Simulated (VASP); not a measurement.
# Y3AlN4 in VASP: single point with PBE

Aim: the single point of Y3AlN4 with PBE.

All numbers are computed with VASP 6.6.1; they aren't measurements. Logs are shortened: lines on timing, memory, paths and dates and some standing lists are left out, and cuts for length are marked.

## Step 1: The cell of the first run

The typed cell holds 8 atoms: a = 3.428 Å, b = 4.948 Å, c = 6.695 Å, α = 90.00°, β = 89.99°, γ = 88.56°.

## Step 2: Single point, PBE

INCAR reads:

```
  PREC = Accurate
  ENCUT = 520
  EDIFF = 1E-7
  ISMEAR = 0
  SIGMA = 0.1
  LREAL = F
  LASPH = T
  NELM = 100
  ALGO = Normal
  ISIF = 2
  LWAVE = F
  LCHARG = F
  GGA = PE
  NBANDS = 38
```

KPOINTS reads:

```
Automatic mesh
0
Gamma
  4 4 2
```

POSCAR reads:

```
Y3AlN4
1.0
    3.4272552323      0.0432142507     -0.0002374468
    0.0617299565      4.9475784594     -0.0006299609
    0.0011247256      0.0012593308      6.6951283188
Y Al N
3 1 4
Direct
    0.5020489441      0.4863129073      0.2446474669
    0.0332384769     -0.0100069630      0.4999984865
    0.5020209525      0.4862980544      0.7553462477
   -0.1758361471     -0.0631419660     -0.0000118035
    0.0220495541      0.5037043093      0.5000076635
    0.5623402421      0.0135004204      0.7558273940
   -0.0082722249      0.5698208532      0.0000033157
    0.5624102024      0.0135123845      0.2441812294
```

Potentials or basis: VASP PAW PBE potentials, release 64 (Y_sv, Al, N).

Command:

```sh
cat potpaw_PBE.64/Y_sv/POTCAR potpaw_PBE.64/Al/POTCAR potpaw_PBE.64/N/POTCAR > POTCAR
mpirun -np 1 vasp_std > vasp.out
```

OUTCAR:

```text
PREC = Accurate
   ENCUT = 520
   EDIFF = 1E-7
   ISMEAR = 0
   LREAL = F
   LASPH = T
   NELM = 100
   ISIF = 2
   GGA = PE

 ion  position               nearest neighbor table
   1  0.502  0.486  0.245-   8 2.34   5 2.37   7 2.39   7 2.42   5 2.47   8 2.62   4 3.00   3 3.28
                             4 3.34   2 3.39   3 3.42   2 3.43   2 3.47   2 3.56   4 3.58
   2  0.033  0.990  0.500-   6 2.35   8 2.35   5 2.41   8 2.50   6 2.50   5 2.54   1 3.39   3 3.39
                             1 3.43   3 3.43   4 3.43   4 3.44   3 3.47   1 3.47   3 3.56   1 3.56
   3  0.502  0.486  0.755-   6 2.34   5 2.37   7 2.39   7 2.42   5 2.47   6 2.62   4 3.00   1 3.28
                             4 3.34   2 3.39   1 3.42   2 3.43   2 3.47   2 3.56   4 3.58
   4  0.824  0.937  1.000-   7 1.89   8 1.90   6 1.90   1 3.00   3 3.00   3 3.34   1 3.34   2 3.43
                             2 3.44   3 3.58   1 3.58
   5  0.022  0.504  0.500-   1 2.37   3 2.37   2 2.41   3 2.47   1 2.47   2 2.54
   6  0.562  0.014  0.756-   4 1.90   3 2.34   2 2.35   2 2.50   3 2.62
   7  0.992  0.570  0.000-   4 1.89   1 2.39   3 2.39   3 2.42   1 2.42
   8  0.562  0.014  0.244-   4 1.90   1 2.34   2 2.35   2 2.50   1 2.62

  LATTYP: Found a triclinic cell.
 ALAT       =     3.4275276739
 B/A-ratio  =     1.4435955159
 C/A-ratio  =     1.9533404742
 COS(alpha) =     0.0000628606
 COS(beta)  =     0.0001010734
 COS(gamma) =     0.0250818613

  Lattice vectors:

 A1 = (   3.4272552323,   0.0432142507,  -0.0002374468)
 A2 = (   0.0617299565,   4.9475784594,  -0.0006299609)
 A3 = (   0.0011247256,   0.0012593308,   6.6951283188)

Analysis of symmetry for initial positions (statically):
=====================================================================
 Subroutine PRICEL returns:
 Original cell was already a primitive cell.

 Routine SETGRP: Setting up the symmetry group for a
 triclinic supercell.

 Subroutine GETGRP returns: Found  1 space group operations
 (whereof  1 operations were pure point group operations)
 out of a pool of  2 trial point group operations.

The static configuration has the point symmetry C_1 .

Analysis of symmetry for dynamics (positions and initial velocities):
=====================================================================
 Subroutine PRICEL returns:
 Original cell was already a primitive cell.

 Routine SETGRP: Setting up the symmetry group for a
 triclinic supercell.

 Subroutine GETGRP returns: Found  1 space group operations
 (whereof  1 operations were pure point group operations)
 out of a pool of  2 trial point group operations.

The dynamic configuration has the point symmetry C_1 .

 Subroutine INISYM returns: Found  1 space group operations
 (whereof  1 operations are pure point group operations),
 and found     1 'primitive' translations

----------------------------------------------------------------------------------------

                                     Primitive cell

  volume of cell :     113.5089

  direct lattice vectors                    reciprocal lattice vectors
     3.427255232  0.043214251 -0.000237447     0.291824584 -0.003641044 -0.000048339
     0.061729957  4.947578459 -0.000629961    -0.002548922  0.202150876 -0.000037596
     0.001124726  0.001259331  6.695128319     0.000010110  0.000018892  0.149362330

  length of vectors
     3.427527674  4.947963581  6.695128532     0.291847302  0.202166949  0.149362331

  position of ions in fractional coordinates (direct lattice)
     0.502048944  0.486312907  0.244647467
     0.033238477  0.989993037  0.499998486
     0.502020952  0.486298054  0.755346248
     0.824163853  0.936858034  0.999988196
     0.022049554  0.503704309  0.500007663
     0.562340242  0.013500420  0.755827394
     0.991727775  0.569820853  0.000003316
     0.562410202  0.013512384  0.244181229

  ion indices of the primitive-cell ions
   primitive index   ion index
                 1           1
                 2           2
                 3           3
                 4           4
                 5           5
                 6           6
                 7           7
                 8           8

----------------------------------------------------------------------------------------

 KPOINTS: Automatic mesh

Automatic generation of k-mesh.
 Grid dimensions read from file:
 generate k-points for:    4    4    2

 Generating k-lattice:

  Cartesian coordinates                     Fractional coordinates (reciprocal lattice)
     0.072956146 -0.000910261 -0.000012085     0.250000000  0.000000000  0.000000000
    -0.000637231  0.050537719 -0.000009399     0.000000000  0.250000000  0.000000000
     0.000005055  0.000009446  0.074681165     0.000000000  0.000000000  0.500000000

  Length of vectors
     0.072961825  0.050541737  0.074681166

  Shift w.r.t. Gamma in fractional coordinates (k-lattice)
     0.000000000  0.000000000  0.000000000

 Subroutine IBZKPT returns following result:
 ===========================================

 Found     20 irreducible k-points:

 Following reciprocal coordinates:
            Coordinates               Weight
  0.000000  0.000000  0.000000      1.000000
  0.250000  0.000000  0.000000      2.000000
  0.500000  0.000000  0.000000      1.000000
 -0.000000  0.250000  0.000000      2.000000
  0.250000  0.250000  0.000000      2.000000
  0.500000  0.250000  0.000000      2.000000
[... 12 lines left out ...]
  0.250000  0.500000  0.500000      2.000000
  0.500000  0.500000  0.500000      1.000000
   k-points           NKPTS =     20   k-points in BZ     NKDIM =     20   number of bands    NBANDS=     38
   number of dos      NEDOS =    301   number of ions     NIONS =      8
   total plane-waves  NPLWV =  56000
   dimension x,y,z NGX =    28 NGY =   40 NGZ =   50
   dimension x,y,z NGXF=    56 NGYF=   80 NGZF=  100
   ions per type =               3   1   4
   NGX,Y,Z   is equivalent  to a cutoff of  13.58, 13.44, 12.42 a.u.
   NGXF,Y,Z  is equivalent  to a cutoff of  27.16, 26.88, 24.83 a.u.
 SYSTEM =  unknown system
   PREC   = accura    normal or accurate (medium, high low for compatibility)
   ISTART =      0    job   : 0-new  1-cont  2-samecut
   ICHARG =      2    charge: 1-file 2-atom 10-const
   ISPIN  =      1    spin polarized calculation?
   LNONCOLLINEAR =      F non collinear calculations
   LSORBIT =      F    spin-orbit coupling
   LASPH  =      T    aspherical Exc in radial PAW
   ENCUT  =  520.0 eV  38.22 Ry    6.18 a.u.   6.37  9.20 12.45*2*pi/ulx,y,z
   NELM   =    100;   NELMIN=  2; NELMDL= -5     # of ELM steps
   EDIFF  = 0.1E-06   stopping-criterion for ELM
   LREAL  =      F    real-space projection
   EDIFFG = 0.1E-05   stopping-criterion for IOM
   NSW    =      0    number of steps for IOM
   IBRION =     -1    ionic relax: 0-MD 1-quasi-New 2-CG
   NFREE  =      0    steps in history (QN), initial steepest desc. (CG)
   ISIF   =      2    stress and relaxation
   ISYM   =      2    0-nonsym 1-usesym 2-fastsym
   POTIM  = 0.5000    time-step for ionic-motion
   TEBEG  =    0.0;   TEEND  =   0.0 temperature during run
   PSTRESS=    0.0 pullay stress
   NELECT =      56.0000    total number of electrons
   NUPDOWN=      -1.0000    fix difference up-down
   EMIN   =  10.00;   EMAX   =-10.00  energy-range for DOS
   EFERMI =   0.00;   METHOD = LEGACY
   ISMEAR =     0;   SIGMA  =   0.10  broadening in eV -4-tet -1-fermi 0-gaus
   EFERMI_NEDOS =   21; number of points for ismear=-14 and -15
   IALGO  =     38    algorithm
   IMIX   =      4    mixing-type and parameters
     AMIX     =   0.40;   BMIX     =  1.00
     AMIX_MAG =   1.60;   BMIX_MAG =  1.00
  volume/ion in A,a.u.               =      14.19        95.75
  Fermi-wavevector in a.u.,A,eV,Ry     =   1.293583  2.444517 22.767400  1.673357
  Thomas-Fermi vector in A             =   2.425219
   LORBIT       =      0    0 simple, 1 ext, 2 COOP (PROOUT), +10 PAW based schemes
   GGA     = PE    functional components
   LHFCALC =     F    Hartree Fock is set to
   AEXX    =    0.0000 exact exchange contribution
   IVDW    =     0    specifies the selected vdW correction
   LEPSILON=     F    determine dielectric tensor
   LRPA    =     F    only Hartree local field effects (RPA)
 non-spin polarized calculation
 Gauss-broadening in eV      SIGMA  =   0.10
  energy-cutoff  :      520.00
  volume of cell :      113.51
 maximum number of plane-waves:      3072
 NGX is ok and might be reduce to    28
   NGX = 13   NGY = 19   NGZ = 25

 number of electron      56.0000000 magnetization

 Free energy of the ion-electron system (eV)
  ---------------------------------------------------
  ext. energy  EPLUGINS =         0.00000000
  ---------------------------------------------------
  free energy    TOTEN  =       -67.77503961 eV

  energy without entropy =      -67.77503961  energy(sigma->0) =      -67.77503961

 E-fermi :   4.7749     XC(G=0): -10.9475

 val. band max:        4.2526966737   @ k =   0.0000   0.0000   0.0000
 cond. band min:       5.2302393262   @ k =   0.0000   0.0000   0.0000
 fundamental gap:      0.9775426525
 Fermi energy:         4.7749489031

 k-point     1 :       0.0000    0.0000    0.0000
  band No.  band energies     occupation
      1     -36.5818      2.00000
      2     -36.4339      2.00000
      3     -36.3987      2.00000
      4     -17.1191      2.00000
      5     -16.9681      2.00000
      6     -16.7884      2.00000
[... 30 lines left out ...]
     37      10.0161      0.00000
     38      10.1565      0.00000

 k-point     2 :       0.2500    0.0000    0.0000
  band No.  band energies     occupation
      1     -36.5493      2.00000
      2     -36.4225      2.00000
      3     -36.3780      2.00000
      4     -17.0599      2.00000
      5     -16.8559      2.00000
      6     -16.7539      2.00000
[... 30 lines left out ...]
     37      10.6466      0.00000
     38      10.7753      0.00000
[... 695 lines left out ...]
     37       9.9009      0.00000
     38      10.3451      0.00000

 k-point    20 :       0.5000    0.5000    0.5000
  band No.  band energies     occupation
      1     -36.5132      2.00000
      2     -36.3917      2.00000
      3     -36.3784      2.00000
      4     -17.2179      2.00000
      5     -17.1183      2.00000
      6     -16.8873      2.00000
[... 30 lines left out ...]
     37      11.1606      0.00000
     38      11.2704      0.00000

------------------------ aborting loop because EDIFF is reached ----------------------------------------

  FORCE on cell =-STRESS in cart. coord.  units (eV):
  Direction    XX          YY          ZZ          XY          YZ          ZX
  --------------------------------------------------------------------------------------
  -------------------------------------------------------------------------------------
  Total       -0.1252265     -0.1116963     -0.1462129     -0.0015562     -0.0043206     -0.0043990
  in kB       -1.7675724     -1.5765926     -2.0637955     -0.0219657     -0.0609850     -0.0620925
  external PRESSURE =      -1.8026535 kB  Pullay stress =       0.0000000 kB

 VOLUME and BASIS-vectors are now :
 -----------------------------------------------------------------------------
  energy-cutoff  :      520.00
  volume of cell :      113.51
      direct lattice vectors                 reciprocal lattice vectors
     3.427255232  0.043214251 -0.000237447     0.291824584 -0.003641044 -0.000048339
     0.061729957  4.947578459 -0.000629961    -0.002548922  0.202150876 -0.000037596
     0.001124726  0.001259331  6.695128319     0.000010110  0.000018892  0.149362330

 POSITION                                       TOTAL-FORCE (eV/Angst)
 -----------------------------------------------------------------------------------
      1.75095      2.42808      1.63752         0.006218      0.004511     -0.010185
      0.17559      4.90013      3.34692        -0.004748     -0.000970     -0.000322
      1.75142      2.42864      5.05671         0.006296      0.004920      0.010613
      2.88358      4.67205      6.69426        -0.012739     -0.005429     -0.000310
      0.10723      2.49370      3.34729         0.006182     -0.001232      0.000152
      1.92897      0.09205      5.06022         0.007063      0.002044      0.004454
      3.43408      2.86209     -0.00057        -0.015444     -0.005741     -0.000281
      1.92863      0.09147      1.63468         0.007172      0.001897     -0.004121
 -----------------------------------------------------------------------------------
    total drift:                                0.000193      0.000518      0.000023

  FREE ENERGIE OF THE ION-ELECTRON SYSTEM (eV)
  ---------------------------------------------------
  free  energy   TOTEN  =       -67.7750396108 eV

  energy  without entropy=      -67.7750396108  energy(sigma->0) =      -67.77503961
```

It took 86 s on 1 thread of Intel Xeon Platinum 8375C at 2.90GHz (Ice Lake), shared host; peak memory 0.27 GiB.

Results:

```yaml
Free_energy: -67.7750 eV
Pressure: -0.2 GPa
Largest_force: 0.016 eV/Å
Band_gap_on_the_k_mesh: 0.98 eV, direct
```

Forces on the atoms (eV/Å):
```
Y    0.006  0.005 -0.010
Y   -0.005 -0.001  0.000
Y    0.006  0.005  0.011
Al  -0.013 -0.005  0.000
N    0.006 -0.001  0.000
N    0.007  0.002  0.004
N   -0.015 -0.006  0.000
N    0.007  0.002 -0.004
```

Levels at points of the mesh, in eV from the valence-band top:
| k point | band 24 | band 25 | band 26 | band 27 | band 28 | band 29 | band 30 | band 31 | band 32 | band 33 |
| --- | --- | --- | --- | --- | --- | --- | --- | --- | --- | --- |
| (0.00, 0.00, 0.00) | -0.69 | -0.68 | -0.25 | -0.12 | 0.00 | 0.98 | 2.04 | 3.68 | 3.84 | 4.00 |
| (0.50, 0.00, 0.00) | -1.26 | -1.02 | -0.98 | -0.71 | -0.28 | 1.40 | 1.92 | 3.15 | 4.64 | 5.38 |
| (0.00, 0.50, 0.00) | -1.62 | -0.94 | -0.76 | -0.27 | -0.16 | 1.41 | 2.81 | 3.51 | 4.96 | 5.33 |
| (0.50, 0.50, 0.00) | -1.92 | -1.60 | -1.50 | -1.07 | -0.92 | 3.80 | 4.15 | 4.31 | 4.80 | 4.84 |
| (0.00, 0.00, 0.50) | -1.28 | -1.17 | -0.75 | -0.39 | -0.08 | 2.66 | 2.75 | 3.27 | 3.43 | 3.93 |
| (0.50, 0.00, 0.50) | -1.26 | -1.18 | -0.72 | -0.64 | -0.54 | 1.87 | 2.13 | 3.04 | 3.93 | 3.95 |
| (0.00, 0.50, 0.50) | -1.52 | -1.38 | -1.28 | -0.89 | -0.26 | 3.18 | 3.21 | 3.55 | 3.95 | 4.86 |
| (0.50, 0.50, 0.50) | -1.80 | -1.62 | -1.38 | -1.18 | -0.65 | 3.84 | 4.34 | 4.47 | 4.48 | 4.71 |

Caveat: the k points lie up to 0.47 Å⁻¹ apart. A k mesh can miss the band edges.
